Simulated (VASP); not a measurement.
Here is a VASP 6.6.1 calculation.

File INCAR:

```
SYSTEM = SiNi
  ALGO = Normal
  EDIFF = 1E-6
  ENCUT = 520
  ISIF = 2
  ISMEAR = -1
  ISPIN = 2
  LASPH = .True.
  LCHARG = .False.
  LMAXMIX = 4
  LORBIT = 11
  LREAL = .False.
  LWAVE = .False.
  MAGMOM = 1 1 1 1 0 0 0 0
  NBANDS = 42
  NELM = 150
  PREC = Accurate
  SIGMA = 0.05
```

File KPOINTS:

```
k-points
0
Gamma
  4 6 4
  0 0 0
```

POSCAR

```
SiNi
1.0
    5.1270782416      0.0000000000      0.0000000000
    0.0000000000      3.2675897066      0.0000000000
    0.0000000000      0.0000000000      5.4994202690
Ni Si
4 4
Direct
    0.9917895510      0.7500000000      0.8129259082
    0.5082104490      0.2500000000      0.3129259082
    0.4917895510      0.7500000000      0.6870740918
    0.0082104490      0.2500000000      0.1870740918
    0.6800987650      0.2500000000      0.9170902965
    0.8199012350      0.7500000000      0.4170902965
    0.1800987650      0.2500000000      0.5829097035
    0.3199012350      0.7500000000      0.0829097035
```

Potentials or basis: VASP PAW LDA potentials, release 64 (Ni, Si).

Command:

```sh
$ cat potpaw_LDA.64/Ni/POTCAR potpaw_LDA.64/Si/POTCAR > POTCAR
$ mpirun -np 1 vasp_std > vasp.out
```

(1) Estimate the band gap on the k mesh.

(2) Estimate the largest force.

(3) Predict the pressure.

(4) What does it give for the net moment?

Answers

(1) zero (filled and empty bands overlap).

(2) 0.019 eV/Å.

(3) 0.3 GPa.

(4) 0.00 μB per cell.
